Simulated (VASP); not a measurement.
**Se: single point with PBE**

The system is Se.

```
Se
1.0
    -1.67237    1.67237    1.67237
     1.67237   -1.67237    1.67237
     1.67237    1.67237   -1.67237
Se
1
Direct
  0.00000 0.00000 0.00000
```

This isn't the form of Se at room conditions, which is trigonal, of chains.

- Program: VASP 6.6.1
- Task: single point
- Functional: PBE
- Potentials or basis: VASP PAW PBE potentials, release 64 (Se)
- Cutoff: 520 eV
- k mesh: 18 × 18 × 18
- Occupations: gaussian, width 0.05 eV
- Spin: no spin polarisation
- Dipole correction: no
- Further INCAR settings: ALGO = Normal; EDIFF = 1e-06; NBANDS = 9

| Quantity | Value |
| --- | --- |
| Pressure | 7.3 GPa |
| Band gap on the k mesh | zero (bands 3 and 4 overlap by 6.96 eV) |

Levels at points of the mesh, in eV from the Fermi level:
| k point | band 1 | band 2 | band 3 | band 4 | band 5 | band 6 | band 7 | band 8 |
| --- | --- | --- | --- | --- | --- | --- | --- | --- |
| (0.00, 0.00, 0.00) | -16.94 | 3.37 | 3.37 | 3.37 | 12.26 | 12.54 | 12.54 | 12.54 |
| (0.50, 0.00, 0.00) | -12.99 | -7.37 | 0.03 | 2.34 | 6.95 | 8.20 | 17.83 | 18.59 |
| (0.50, 0.50, 0.50) | -10.19 | -3.59 | -3.59 | -3.59 | 3.66 | 3.66 | 23.45 | 23.45 |

Wall time 11 s on 1 thread of Intel(R) Xeon(R) Platinum 8488C (Sapphire Rapids) (shared host), peak memory 0.16 GiB.

Caveat: the cell stands under pressure.
